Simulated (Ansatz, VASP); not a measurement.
**One calculation of MgS, two programs**

```
S Mg
1.0
     0.00000    2.60165    2.60165
     2.60165    0.00000    2.60165
     2.60165    2.60165    0.00000
S Mg
1 1
Direct
  0.50000 0.50000 0.50000
  0.00000 0.00000 0.00000
```

Alike in both runs: task relaxation of cell and atoms; functional PBEsol-based global hybrid; k mesh 5 × 5 × 5; occupations fermi-dirac, width 0.05 eV; no spin polarisation.

|  | VASP | Ansatz |
| --- | --- | --- |
| version | VASP 6.6.1 | Ansatz 0.2.0 |
| potentials or method | VASP PAW PBE potentials, release 64 (S, Mg) | Ansatz PAW |
| plane-wave cutoff (eV) | 600 | 420 |
| valence electrons in the cell | 8 | 16 |

```csv
,VASP,Ansatz,Ansatz less VASP
"gap on the k mesh at the Fermi level, each at its own relaxed structure (eV)",4.95,4.95,+0.007
relaxed volume (Å³/atom),17.16,17.22,+0.063
relaxed cell length with the largest relative difference (Å),3.648,3.652,+0.0045
```

VASP's potentials were made for PBE, not for PBEsol-based global hybrid. VASP's potentials hold 8 valence electrons a cell and Ansatz's 16, so a difference there can come from the potentials and not from the codes.

Noted on Ansatz's run: odd divisions of the mesh miss points on the zone boundary, where band edges often lie, so the gap on the mesh can be too wide; the plane-wave basis is chosen anew once the cell has moved, so the energies of steps on either side of that aren't comparable.
